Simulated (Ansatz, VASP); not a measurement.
# One calculation of WSe2, two programs

Contents of POSCAR:

```
WSe2
1.0
    3.3679714892      0.0000000000      0.0000000000
   -1.6839857446      2.9167488688      0.0000000000
    0.0000000000      0.0000000000     13.1485345237
W Se
2 4
Direct
    0.6666666667      0.3333333333      0.7500000000
    0.3333333333      0.6666666667      0.2500000000
    0.3333333333      0.6666666667      0.8749338747
    0.6666666667      0.3333333333      0.3749338747
    0.3333333333      0.6666666667      0.6250661253
    0.6666666667      0.3333333333      0.1250661253
```

INCAR.step1

```
ALGO = Normal
EDIFF = 1E-4
ENCUT = 520
GGA = PE
ISMEAR = 0
LASPH = True
LCHARG = False
LREAL = False
LWAVE = True
NBANDS = 35
NELM = 100
PREC = Accurate
SIGMA = 0.01
```

INCAR.step2

```
ALGO = Normal
EDIFF = 1E-6
ENCUT = 520
ISIF = 2
ISMEAR = 0
ISTART = 1
LASPH = True
LCHARG = False
LMIXTAU = True
LREAL = False
LWAVE = False
METAGGA = R2SCAN
NBANDS = 35
NELM = 100
PREC = Accurate
SIGMA = 0.01
```

The input KPOINTS:

```
k-points
0
Gamma
  12 12 2
```

Input for Ansatz:

```yaml
crystal:
  lattice:
    - [3.3679714892, 0.0, 0.0]
    - [-1.6839857446, 2.9167488688, 0.0]
    - [0.0, 0.0, 13.1485345237]
  atoms:
    - { symbol: W, position: [0.6666666667, 0.3333333333, 0.75] }
    - { symbol: W, position: [0.3333333333, 0.6666666667, 0.25] }
    - { symbol: Se, position: [0.3333333333, 0.6666666667, 0.8749338747] }
    - { symbol: Se, position: [0.6666666667, 0.3333333333, 0.3749338747] }
    - { symbol: Se, position: [0.3333333333, 0.6666666667, 0.6250661253] }
    - { symbol: Se, position: [0.6666666667, 0.3333333333, 0.1250661253] }
kpoints:
  mp_grid: { grid: [12, 12, 2] }
  band_path:
    path:
      - [0.0, 0.0, 0.0]
      - [0.5, 0.0, 0.0]
      - [0.3333333333, 0.3333333333, 0.0]
      - [0.0, 0.0, 0.5]
      - [0.5, 0.0, 0.5]
      - [0.3333333333, 0.3333333333, 0.5]
    npoints: 1
hamiltonian:
  xc: r2scan
scf:
  occupations: { method: fixed }
  n_extra_bands: 5
output:
  forces: true
  stress: true
  eigenvalues: true
```

Change from the starting cell: biaxial_xy strain +2.1%.

Alike in both runs: task single point; functional r2SCAN; k mesh 12 × 12 × 2; no spin polarisation.

```csv
,VASP,Ansatz
version,VASP 6.6.1,Ansatz 0.2.0
potentials or method,"VASP PAW PBE potentials, release 64 (W_sv, Se)","plane waves, PAW"
plane-wave cutoff (eV),520,500
occupations,"gaussian, width 0.01 eV",fixed
valence electrons in the cell,52,92
```

Ansatz gave:

* gap on the k mesh at the Fermi level (eV): 0.99
* pressure (GPa): -2.0
* traceless stress, the component that is largest in VASP (GPa): 2.76
* rms of the force components (eV/Å): 0.018

Problem. Estimate VASP's values.

Solution. gap on the k mesh at the Fermi level (eV): 0.98; pressure (GPa): -1.7; traceless stress, the component that is largest in VASP (GPa): 2.79; rms of the force components (eV/Å): 0.002.

VASP's potentials were made for PBE, not for r2SCAN. Atom by atom the forces differ by 0.019 eV/Å (rms over components). VASP's potentials hold 52 valence electrons a cell and Ansatz's 92, so a difference there can come from the potentials and not from the codes.

Neither program's run includes spin-orbit coupling.
